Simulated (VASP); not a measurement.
# Eu3Si (Pm-3m) in VASP: single point with PBE+D3(BJ)

Aim: the single point of Eu3Si with PBE+D3(BJ).

All numbers are computed with VASP 6.6.1; they aren't measurements. Logs are shortened: lines on timing, memory, paths and dates and some standing lists are left out, and cuts for length are marked.

## Step 1: The cell of the first run

Symmetry: Pm-3m, No. 221, cubic system. The conventional cell has a = 4.838 Å, b = 4.838 Å, c = 4.838 Å, α = 90.00°, β = 90.00°, γ = 90.00°. Eu (site symmetry 4/mmm) has 8 Eu at 3.42 Å and 4 Si at 3.42 Å within 4.5 Å. Si (site symmetry m-3m) has 12 Eu at 3.42 Å within 4.5 Å.

## Step 2: Single point, PBE+D3(BJ), collinear spin, ferromagnetic start

File INCAR:

```
ALGO = Normal
EDIFF = 1E-7
ENCUT = 520
GGA = PE
ISIF = 2
ISMEAR = 0
ISPIN = 2
IVDW = 12
LASPH = True
LCHARG = False
LMAXMIX = 6
LORBIT = 11
LREAL = False
LWAVE = False
MAGMOM = 7 7 7 0
NBANDS = 40
NELM = 150
PREC = Accurate
SIGMA = 0.05
```

File KPOINTS:

```
k-points
0
Gamma
  8 8 8
```

File POSCAR:

```
Eu3Si
1.0
    4.8379082843      0.0000000000      0.0000000000
    0.0000000000      4.8379082843      0.0000000000
    0.0000000000      0.0000000000      4.8379082843
Eu Si
3 1
Direct
    0.0000000000      0.5000000000      0.5000000000
    0.5000000000      0.5000000000      0.0000000000
    0.5000000000      0.0000000000      0.5000000000
    0.0000000000      0.0000000000      0.0000000000
```

Potentials or basis: VASP PAW PBE potentials, release 64 (Eu, Si).

On the command line:

```sh
> cat potpaw_PBE.64/Eu/POTCAR potpaw_PBE.64/Si/POTCAR > POTCAR
> mpirun -np 1 vasp_std > vasp.out
```

OUTCAR:

```text
EDIFF = 1E-7
   ENCUT = 520
   GGA = PE
   ISIF = 2
   ISMEAR = 0
   ISPIN = 2
   IVDW = 12
   LASPH = True
   LORBIT = 11
   LREAL = False
   NELM = 150
   PREC = Accurate
 IVDW          = 12

 ion  position               nearest neighbor table
   1  0.000  0.500  0.500-   2 3.42   3 3.42   2 3.42   3 3.42   2 3.42   3 3.42   2 3.42   3 3.42

   2  0.500  0.500  0.000-   1 3.42   3 3.42   1 3.42   3 3.42   3 3.42   3 3.42   1 3.42   1 3.42

   3  0.500  0.000  0.500-   1 3.42   2 3.42   2 3.42   1 3.42   2 3.42   2 3.42   1 3.42   1 3.42

   4  0.000  0.000  0.000-

  LATTYP: Found a simple cubic cell.
 ALAT       =     4.8379082843

  Lattice vectors:

 A1 = (   4.8379082843,   0.0000000000,   0.0000000000)
 A2 = (   0.0000000000,   4.8379082843,   0.0000000000)
 A3 = (   0.0000000000,   0.0000000000,   4.8379082843)

Analysis of symmetry for initial positions (statically):
=====================================================================
 Subroutine PRICEL returns:
 Original cell was already a primitive cell.

 Routine SETGRP: Setting up the symmetry group for a
 simple cubic supercell.

 Subroutine GETGRP returns: Found 48 space group operations
 (whereof 48 operations were pure point group operations)
 out of a pool of 48 trial point group operations.

The static configuration has the point symmetry O_h .

Analysis of symmetry for dynamics (positions and initial velocities):
=====================================================================
 Subroutine PRICEL returns:
 Original cell was already a primitive cell.

 Routine SETGRP: Setting up the symmetry group for a
 simple cubic supercell.

 Subroutine GETGRP returns: Found 48 space group operations
 (whereof 48 operations were pure point group operations)
 out of a pool of 48 trial point group operations.

The dynamic configuration has the point symmetry O_h .

Analysis of structural, dynamic, and magnetic symmetry:
=====================================================================
 Subroutine PRICEL returns:
 Original cell was already a primitive cell.

 Routine SETGRP: Setting up the symmetry group for a
 simple cubic supercell.

 Subroutine GETGRP returns: Found 48 space group operations
 (whereof 48 operations were pure point group operations)
 out of a pool of 48 trial point group operations.

The overall configuration has the point symmetry O_h .
[... 130 lines left out ...]
   AEXX    =    0.0000 exact exchange contribution
   IVDW    =    12    specifies the selected vdW correction
   LEPSILON=     F    determine dielectric tensor
   LRPA    =     F    only Hartree local field effects (RPA)
 spin polarized calculation
 Gauss-broadening in eV      SIGMA  =   0.05
  energy-cutoff  :      520.00
  volume of cell :      113.23
 maximum number of plane-waves:      3112
 NGX is ok and might be reduce to    36
   NGX = 17   NGY = 17   NGZ = 17

 number of electron      54.9999993 magnetization      21.6603192

 Free energy of the ion-electron system (eV)
  ---------------------------------------------------
  ext. energy  EPLUGINS =         0.00000000
  ---------------------------------------------------
  free energy    TOTEN  =       -40.76126486 eV

  energy without entropy =      -40.75821540  energy(sigma->0) =      -40.75974013

 E-fermi :   3.6922     XC(G=0): -10.0531

 val. band max:        3.6752293765   @ k =   0.2500   0.1250   0.1250
 cond. band min:       3.7019692023   @ k =   0.1250   0.0000   0.0000
 fundamental gap:      0.0267398259
 Fermi energy:         3.6921993207

 spin component 1

 k-point     1 :       0.0000    0.0000    0.0000
  band No.  band energies     occupation
      1     -37.8202      1.00000
      2     -37.6493      1.00000
      3     -37.6493      1.00000
      4     -17.0399      1.00000
      5     -17.0399      1.00000
      6     -17.0399      1.00000
[... 997 lines left out ...]
     38       3.4536      1.00000
     39       4.0630      0.00000

 [... further k-points ...]

 spin component 2

 k-point     1 :       0.0000    0.0000    0.0000
  band No.  band energies     occupation
      1     -34.7142      1.00000
      2     -34.5092      1.00000
      3     -34.5092      1.00000
      4     -14.7972      1.00000
      5     -14.7972      1.00000
      6     -14.7972      1.00000
[... 997 lines left out ...]
     38       8.1838      0.00000
     39       8.2111      0.00000

 [... further k-points ...]

 [bands above 39 left out]

------------------------ aborting loop because EDIFF is reached ----------------------------------------

 Edisp (eV)   -1.46541

 E8    (eV) :    -0.7679

  FORCE on cell =-STRESS in cart. coord.  units (eV):
  Direction    XX          YY          ZZ          XY          YZ          ZX
  --------------------------------------------------------------------------------------
  -------------------------------------------------------------------------------------
  Total      -1.65170    -1.65170    -1.65170     0.00000    -0.00000     0.00000
  in kB     -23.37061   -23.37061   -23.37061     0.00000    -0.00000     0.00000
  external pressure =      -23.37 kB  Pullay stress =        0.00 kB

 VOLUME and BASIS-vectors are now :
 -----------------------------------------------------------------------------
  energy-cutoff  :      520.00
  volume of cell :      113.23
      direct lattice vectors                 reciprocal lattice vectors
     4.837908284  0.000000000  0.000000000     0.206700901  0.000000000  0.000000000
     0.000000000  4.837908284  0.000000000     0.000000000  0.206700901  0.000000000
     0.000000000  0.000000000  4.837908284     0.000000000  0.000000000  0.206700901

 POSITION                                       TOTAL-FORCE (eV/Angst)
 -----------------------------------------------------------------------------------
      0.00000      2.41895      2.41895         0.000000      0.000000      0.000000
      2.41895      2.41895      0.00000         0.000000      0.000000      0.000000
      2.41895      0.00000      2.41895         0.000000      0.000000      0.000000
      0.00000      0.00000      0.00000         0.000000      0.000000      0.000000
 -----------------------------------------------------------------------------------
    total drift:                                0.000000      0.000000      0.000000

  FREE ENERGIE OF THE ION-ELECTRON SYSTEM (eV)
  ---------------------------------------------------
  free  energy   TOTEN  =       -42.2266753375 eV

  energy  without entropy=      -42.2236258762  energy(sigma->0) =      -42.22515061

 total charge

# of ion       s       p       d       f       tot
--------------------------------------------------
    1        2.073   5.707   0.458   6.576  14.813
    2        2.073   5.707   0.458   6.576  14.813
    3        2.073   5.707   0.458   6.576  14.813
    4        0.761   0.808   0.000   0.000   1.569
--------------------------------------------------
tot          6.979  17.928   1.373  19.729  46.009

 magnetization (x)

# of ion       s       p       d       f       tot
--------------------------------------------------
    1        0.010  -0.094   0.210   6.559   6.684
    2        0.010  -0.094   0.210   6.559   6.684
    3        0.010  -0.094   0.210   6.559   6.684
    4       -0.020  -0.091   0.000   0.000  -0.110
--------------------------------------------------
tot          0.009  -0.374   0.631  19.676  19.942
```

OSZICAR:

```text
N       E                     dE             d eps       ncg     rms          rms(c)
DAV:   1     0.550215179547E+03    0.55022E+03   -0.17807E+04  7392   0.592E+03
DAV:   2     0.145694209341E+03   -0.40452E+03   -0.33691E+03  8488   0.539E+02
DAV:   3    -0.482048628648E+01   -0.15051E+03   -0.14549E+03  8936   0.312E+02
[... 23 lines left out ...]
DAV:  27    -0.407612637340E+02   -0.65850E-06   -0.65166E-06  7640   0.140E-02    0.114E-02
DAV:  28    -0.407612642310E+02   -0.49696E-06   -0.46882E-06  8392   0.188E-02    0.849E-03
DAV:  29    -0.407612645332E+02   -0.30221E-06   -0.31391E-06  7128   0.118E-02    0.771E-03
DAV:  30    -0.407612646796E+02   -0.14641E-06   -0.17962E-06  6952   0.102E-02    0.862E-04
DAV:  31    -0.407612647898E+02   -0.11023E-06   -0.10928E-06  6768   0.642E-03    0.150E-03
DAV:  32    -0.407612648646E+02   -0.74802E-07   -0.66278E-07  6536   0.526E-03
   1 F= -.42226675E+02 E0= -.42225151E+02  d E =-.304946E-02  mag=    21.6603
```

It took 9 min on 1 thread of AMD EPYC 9R45 (Zen 5), shared host; peak memory 0.39 GiB.

What came out:

| Item | Value |
| --- | --- |
| Free energy | -42.2267 eV |
| Pressure | -2.3 GPa |
| Net moment | 21.66 μB per cell |
| Site moments | Eu +6.68; Si -0.11 μB |
| Valence electrons inside the program's atomic spheres | Eu 14.81; Si 1.57 |
| Dispersion energy per atom | -0.366 eV |

Caveat: the highest band is partly filled, so the run has too few bands; spin-orbit coupling is left out, which moves the levels of the heavy elements; semilocal functionals describe open f shells poorly, which spoils levels, moments and volumes. The state reached can hang on the start; a lower one may exist.
